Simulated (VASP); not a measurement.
# Zn in VASP: single point with PBE

Aim: the single point of Zn with PBE.

All numbers are computed with VASP 6.6.1; they aren't measurements. Logs are shortened: lines on timing, memory, paths and dates and some standing lists are left out, and cuts for length are marked.

### Step 1. The cell of the first run

The cell holds a slab with vacuum, 5 atoms: a = 2.636 Å, b = 2.636 Å, c = 26.185 Å, α = 90.00°, β = 90.00°, γ = 120.00°.

### Step 2. Single point, PBE

INCAR reads:

```
SYSTEM = Zn
PREC = Accurate
ENCUT = 520
EDIFF = 1E-6
ISMEAR = -1
SIGMA = 0.08
LREAL = .FALSE.
LASPH = .TRUE.
NELM = 60
ALGO = Normal
ISIF = 2
LWAVE = .FALSE.
LCHARG = .FALSE.
GGA = PE
NBANDS = 38
```

KPOINTS reads:

```
Automatic mesh
0
G
  16 16 1
  0 0 0
```

POSCAR reads:

```
Zn
1.0
    2.6356265398      0.0000000000      0.0000000000
   -1.3178132699      2.2825195384      0.0000000000
    0.0000000000      0.0000000000     26.1851000000
Zn
5
Direct
    0.0000000000      0.0000000000      0.3147095480
    0.3333333333      0.6666666667      0.4085964595
    0.0000000000      0.0000000000      0.4999999996
    0.3333333333      0.6666666667      0.5914035387
    0.0000000000      0.0000000000      0.6852904539
```

Potentials or basis: VASP PAW PBE potentials, release 64 (Zn).

Command:

```bash
cat potpaw_PBE.64/Zn/POTCAR > POTCAR
mpirun -np 1 vasp_std > vasp.out
```

OUTCAR:

```text
SYSTEM = Zn
   PREC = Accurate
   ENCUT = 520
   EDIFF = 1E-6
   ISMEAR = -1
   LREAL = .FALSE.
   LASPH = .TRUE.
   NELM = 60
   ISIF = 2
   GGA = PE

 ion  position               nearest neighbor table
   1  0.000  0.000  0.315-   2 2.89   2 2.89   2 2.89
   2  0.333  0.667  0.409-   3 2.84   3 2.84   3 2.84   1 2.89   1 2.89   1 2.89
   3  0.000  0.000  0.500-   4 2.84   4 2.84   4 2.84   2 2.84   2 2.84   2 2.84
   4  0.333  0.667  0.591-   3 2.84   3 2.84   3 2.84   5 2.89   5 2.89   5 2.89
   5  0.000  0.000  0.685-   4 2.89   4 2.89   4 2.89

  LATTYP: Found a hexagonal cell.
 ALAT       =     2.6356265398
 C/A-ratio  =     9.9350570366

  Lattice vectors:

 A1 = (   2.6356265398,   0.0000000000,   0.0000000000)
 A2 = (  -1.3178132699,   2.2825195384,   0.0000000000)
 A3 = (   0.0000000000,   0.0000000000,  26.1851000000)

Analysis of symmetry for initial positions (statically):
=====================================================================
 Subroutine PRICEL returns:
 Original cell was already a primitive cell.

 Routine SETGRP: Setting up the symmetry group for a
 hexagonal supercell.

 Subroutine GETGRP returns: Found 12 space group operations
 (whereof 12 operations were pure point group operations)
 out of a pool of 24 trial point group operations.

The static configuration has the point symmetry D_3h.

Analysis of symmetry for dynamics (positions and initial velocities):
=====================================================================
 Subroutine PRICEL returns:
 Original cell was already a primitive cell.

 Routine SETGRP: Setting up the symmetry group for a
 hexagonal supercell.

 Subroutine GETGRP returns: Found 12 space group operations
 (whereof 12 operations were pure point group operations)
 out of a pool of 24 trial point group operations.

The dynamic configuration has the point symmetry D_3h.

 Subroutine INISYM returns: Found 12 space group operations
 (whereof 12 operations are pure point group operations),
 and found     1 'primitive' translations

----------------------------------------------------------------------------------------

                                     Primitive cell

  volume of cell :     157.5261

  direct lattice vectors                    reciprocal lattice vectors
     2.635626540  0.000000000  0.000000000     0.379416425  0.219056175  0.000000000
    -1.317813270  2.282519538  0.000000000     0.000000000  0.438112350  0.000000000
     0.000000000  0.000000000 26.185100000     0.000000000  0.000000000  0.038189657
[... 92 lines left out ...]
   EDIFFG = 0.1E-04   stopping-criterion for IOM
   NSW    =      0    number of steps for IOM
   IBRION =     -1    ionic relax: 0-MD 1-quasi-New 2-CG
   NFREE  =      0    steps in history (QN), initial steepest desc. (CG)
   ISIF   =      2    stress and relaxation
   ISYM   =      2    0-nonsym 1-usesym 2-fastsym
   POTIM  = 0.5000    time-step for ionic-motion
   TEBEG  =    0.0;   TEEND  =   0.0 temperature during run
   PSTRESS=    0.0 pullay stress
   NELECT =      60.0000    total number of electrons
   NUPDOWN=      -1.0000    fix difference up-down
   EMIN   =  10.00;   EMAX   =-10.00  energy-range for DOS
   EFERMI =   0.00;   METHOD = LEGACY
   ISMEAR =    -1;   SIGMA  =   0.08  broadening in eV -4-tet -1-fermi 0-gaus
   EFERMI_NEDOS =   21; number of points for ismear=-14 and -15
   IALGO  =     38    algorithm
   IMIX   =      4    mixing-type and parameters
     AMIX     =   0.40;   BMIX     =  1.00
     AMIX_MAG =   1.60;   BMIX_MAG =  1.00
  volume/ion in A,a.u.               =      31.51       212.61
  Fermi-wavevector in a.u.,A,eV,Ry     =   1.186700  2.242538 19.160507  1.408258
  Thomas-Fermi vector in A             =   2.322867
   LORBIT       =      0    0 simple, 1 ext, 2 COOP (PROOUT), +10 PAW based schemes
   GGA     = PE    functional components
   LHFCALC =     F    Hartree Fock is set to
   AEXX    =    0.0000 exact exchange contribution
   IVDW    =     0    specifies the selected vdW correction
   LEPSILON=     F    determine dielectric tensor
   LRPA    =     F    only Hartree local field effects (RPA)
 non-spin polarized calculation
  energy-cutoff  :      520.00
  volume of cell :      157.53
 maximum number of plane-waves:      4313
 NGX is ok and might be reduce to    20
   NGX =  9   NGY =  9   NGZ = 97

 number of electron      59.9999982 magnetization

 Free energy of the ion-electron system (eV)
  ---------------------------------------------------
  ext. energy  EPLUGINS =         0.00000000
  ---------------------------------------------------
  free energy    TOTEN  =        -5.32199786 eV

  energy without entropy =       -5.30413254  energy(sigma->0) =       -5.31306520

 E-fermi :  -0.5673     XC(G=0):  -6.0784

 val. band max:       -0.5855456033   @ k =   0.3750   0.2500   0.0000
 cond. band min:      -0.5279912253   @ k =   0.0000   0.0000   0.0000
 fundamental gap:      0.0575543780
 Fermi energy:        -0.5672592370

 k-point     1 :       0.0000    0.0000    0.0000
  band No.  band energies     occupation
      1     -11.0831      2.00000
      2     -10.3593      2.00000
      3      -9.6506      2.00000
      4      -9.2561      2.00000
      5      -9.2552      2.00000
      6      -8.5465      2.00000
[... 973 lines left out ...]
     37       5.5510      0.00000
     38       5.9666      0.00000

 [... further k-points ...]

------------------------ aborting loop because EDIFF is reached ----------------------------------------

  FORCE on cell =-STRESS in cart. coord.  units (eV):
  Direction    XX          YY          ZZ          XY          YZ          ZX
  --------------------------------------------------------------------------------------
  -------------------------------------------------------------------------------------
  Total        0.6679357      0.6679357      0.1255883      0.0000000     -0.0000000      0.0000000
  in kB        6.7934853      6.7934853      1.2773418      0.0000000     -0.0000000      0.0000000
  external PRESSURE =       4.9547708 kB  Pullay stress =       0.0000000 kB

 VOLUME and BASIS-vectors are now :
 -----------------------------------------------------------------------------
  energy-cutoff  :      520.00
  volume of cell :      157.53
      direct lattice vectors                 reciprocal lattice vectors
     2.635626540  0.000000000  0.000000000     0.379416425  0.219056175  0.000000000
    -1.317813270  2.282519538  0.000000000     0.000000000  0.438112350  0.000000000
     0.000000000  0.000000000 26.185100000     0.000000000  0.000000000  0.038189657

 POSITION                                       TOTAL-FORCE (eV/Angst)
 -----------------------------------------------------------------------------------
      0.00000      0.00000      8.24070         0.000000     -0.000000     -0.013652
     -0.00000      1.52168     10.69914        -0.000000     -0.000000     -0.002194
      0.00000      0.00000     13.09255         0.000000     -0.000000      0.000000
     -0.00000      1.52168     15.48596        -0.000000     -0.000000      0.002194
      0.00000      0.00000     17.94440         0.000000      0.000000      0.013652
 -----------------------------------------------------------------------------------
    total drift:                               -0.000004      0.000002      0.000004

  FREE ENERGIE OF THE ION-ELECTRON SYSTEM (eV)
  ---------------------------------------------------
  free  energy   TOTEN  =        -5.3219978626 eV

  energy  without entropy=       -5.3041325351  energy(sigma->0) =       -5.31306520
```

Wall time 3.3 min (1 thread of Intel Xeon 6975P-C, shared host); peak memory 0.33 GiB.

Results:

```yaml
Free_energy: -5.3220 eV
Largest_force: 0.014 eV/Å
Band_gap_on_the_k_mesh: zero (band 30 reaches 0.42 eV, above the bottom of band 31 at -3.29 eV)
```

Forces on the atoms (eV/Å):
```
Zn   0.000  0.000 -0.014
Zn   0.000  0.000 -0.002
Zn   0.000  0.000  0.000
Zn   0.000  0.000  0.002
Zn   0.000  0.000  0.014
```

Levels at points of the mesh, in eV from the Fermi level:
```
           k point  band 26  band 27  band 28  band 29  band 30  band 31  band 32  band 33  band 34  band 35
(0.00, 0.00, 0.00)    -7.01    -7.01    -7.01    -6.38    -4.39    -2.72     0.04     2.33     3.53     4.28
(0.50, 0.00, 0.00)    -2.80    -2.21    -2.14    -1.55    -1.46     0.44     0.94     1.28     2.18     3.01
```
